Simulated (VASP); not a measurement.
# Na (Im-3m) in VASP: a series of runs, part 2 of 2

VASP 6.6.1. Earlier steps stand in the parts before.

### Step 6. Single point, r2SCAN

The input, POSCAR:

```
Na
1.0
   -2.1125000000      2.1125000000      2.1125000000
    2.1125000000     -2.1125000000      2.1125000000
    2.1125000000      2.1125000000     -2.1125000000
Na
1
Direct
    0.0000000000      0.0000000000      0.0000000000
```

The input, INCAR.step1:

```
PREC     = Accurate       # precision mode
ENCUT    = 520            # plane-wave cutoff, eV
ISMEAR   = -1             # smearing method
SIGMA    = 0.1            # smearing width, eV
LREAL    = F              # projectors in reciprocal space
LASPH    = T              # aspherical terms in the spheres
NELM     = 60             # most SCF steps
NBANDS   = 10             # bands
GGA      = PE             # functional
ALGO     = Normal         # electronic algorithm
EDIFF    = 1E-4           # SCF threshold, eV
LWAVE    = T              # write WAVECAR
LCHARG   = F              # write CHGCAR
```

The input, INCAR.step2:

```
PREC     = Accurate       # precision mode
ENCUT    = 520            # plane-wave cutoff, eV
EDIFF    = 1E-7           # SCF threshold, eV
ISMEAR   = -1             # smearing method
SIGMA    = 0.1            # smearing width, eV
LREAL    = F              # projectors in reciprocal space
LASPH    = T              # aspherical terms in the spheres
NELM     = 60             # most SCF steps
ALGO     = Normal         # electronic algorithm
ISIF     = 2              # what is computed and relaxed
LWAVE    = F              # write WAVECAR
LCHARG   = F              # write CHGCAR
METAGGA  = R2SCAN         # meta-GGA
LMIXTAU  = T            
NBANDS   = 10             # bands
ISTART   = 1
```

The input, KPOINTS:

```
Automatic mesh
0
Gamma
  11 11 11
```

Potentials or basis: VASP PAW PBE potentials, release 64 (Na_pv).

Command:

```sh
cat potpaw_PBE.64/Na_pv/POTCAR > POTCAR
cp INCAR.step1 INCAR
mpirun -np 1 vasp_std > vasp.out
cp INCAR.step2 INCAR
mpirun -np 1 vasp_std > vasp.out
```

OUTCAR:

```text
PREC = Accurate
   ENCUT = 520
   EDIFF = 1E-7
   ISMEAR = -1
   LREAL = F
   LASPH = T
   NELM = 60
   ISIF = 2
   METAGGA = R2SCAN
   ISTART = 1

 ion  position               nearest neighbor table
   1  0.000  0.000  0.000-

  LATTYP: Found a body centered cubic cell.
 ALAT       =     4.2250000000

  Lattice vectors:

 A1 = (  -2.1125000000,   2.1125000000,   2.1125000000)
 A2 = (   2.1125000000,  -2.1125000000,   2.1125000000)
 A3 = (   2.1125000000,   2.1125000000,  -2.1125000000)

Analysis of symmetry for initial positions (statically):
=====================================================================
 Subroutine PRICEL returns:
 Original cell was already a primitive cell.

 Routine SETGRP: Setting up the symmetry group for a
 body centered cubic supercell.

 Subroutine GETGRP returns: Found 48 space group operations
 (whereof 48 operations were pure point group operations)
 out of a pool of 48 trial point group operations.

The static configuration has the point symmetry O_h .
[... 154 lines left out ...]
  free energy    TOTEN  =        -3.56300002 eV

  energy without entropy =       -3.54978528  energy(sigma->0) =       -3.55639265

 E-fermi :   0.3267     XC(G=0):  -6.8707

 val. band max:        0.2664125502   @ k =  -0.3636   0.4545   0.0909
 cond. band min:       0.4096182362   @ k =   0.1818   0.1818   0.1818
 fundamental gap:      0.1432056860
 Fermi energy:         0.3267268134

 k-point     1 :       0.0000    0.0000    0.0000
  band No.  band energies     occupation
      1     -25.7260      2.00000
      2     -25.7260      2.00000
      3     -25.7258      2.00000
      4      -3.1532      2.00000
      5      12.6055      0.00000
      6      12.6061      0.00000
      7      12.6061      0.00000
      8      13.8072      0.00000
      9      13.8072      0.00000
     10      14.4149      0.00000
[... 287 lines left out ...]
 k-point    24 :       0.3636    0.1818    0.0909
  band No.  band energies     occupation
      1     -25.7536      2.00000
      2     -25.7411      2.00000
      3     -25.7312      2.00000
      4       1.6755      0.00000
      5       2.3420      0.00000
      6       5.1917      0.00000
      7       7.3490      0.00000
      8      14.4611      0.00000
      9      15.9290      0.00000
     10      17.0301      0.00000

 [... further k-points ...]
[... 5 lines left out ...]
  --------------------------------------------------------------------------------------
  -------------------------------------------------------------------------------------
  Total        0.0210602      0.0210602      0.0210602     -0.0000000      0.0000000      0.0000000
  in kB        0.8947950      0.8947950      0.8947950     -0.0000000      0.0000000      0.0000000
  external PRESSURE =       0.8947950 kB  Pullay stress =       0.0000000 kB

 VOLUME and BASIS-vectors are now :
 -----------------------------------------------------------------------------
  energy-cutoff  :      520.00
  volume of cell :       37.71
      direct lattice vectors                 reciprocal lattice vectors
    -2.112500000  2.112500000  2.112500000     0.000000000  0.236686391  0.236686391
     2.112500000 -2.112500000  2.112500000     0.236686391  0.000000000  0.236686391
     2.112500000  2.112500000 -2.112500000     0.236686391  0.236686391  0.000000000

 POSITION                                       TOTAL-FORCE (eV/Angst)
 -----------------------------------------------------------------------------------
      0.00000      0.00000      0.00000         0.000000     -0.000000      0.000000
 -----------------------------------------------------------------------------------
    total drift:                               -0.000000     -0.000000     -0.000000

  FREE ENERGIE OF THE ION-ELECTRON SYSTEM (eV)
  ---------------------------------------------------
  free  energy   TOTEN  =        -3.5630000175 eV

  energy  without entropy=       -3.5497852773  energy(sigma->0) =       -3.55639265
```

OUTCAR.step1:

```text
PREC = Accurate
   ENCUT = 520
   ISMEAR = -1
   LREAL = F
   LASPH = T
   NELM = 60
[... 525 lines left out ...]

 POSITION                                       TOTAL-FORCE (eV/Angst)
 -----------------------------------------------------------------------------------
      0.00000      0.00000      0.00000        -0.000000     -0.000000      0.000000
 -----------------------------------------------------------------------------------
    total drift:                               -0.000000     -0.000000     -0.000000

  FREE ENERGIE OF THE ION-ELECTRON SYSTEM (eV)
  ---------------------------------------------------
  free  energy   TOTEN  =        -1.3200192578 eV

  energy  without entropy=       -1.3059523112  energy(sigma->0) =       -1.31298578
```

Run time: 1.8 min. Hardware: 1 thread of Intel Xeon 8259CL, shared host; peak memory 0.16 GiB.

What came out:

```
Free energy            : -3.5630 eV
Pressure               : 0.1 GPa
Band gap on the k mesh : zero (an odd number of electrons rules out a gap without spin polarisation)
```

Caveat: the PAW data sets were made with another functional, which shifts forces and pressure a little.

### Step 7. The runs side by side

```tsv
k mesh	gap on the mesh (eV)	pressure (GPa)
4 × 4 × 4	none	0.4
5 × 5 × 5	none	0.1
7 × 7 × 7	none	0.1
9 × 9 × 9	none	0.1
11 × 11 × 11	none	0.1
```

Alike in all rows: task single point; level r2SCAN; potentials or basis VASP PAW PBE potentials, release 64 (Na_pv); no spin polarisation; cell as given; cutoff (eV) 520; smearing fermi-dirac 0.1 eV.

Caveats: some runs use coarse meshes; the PAW data sets were made with another functional, which shifts forces and pressure a little.

Absolute energies hang on the potentials; compare differences alone.
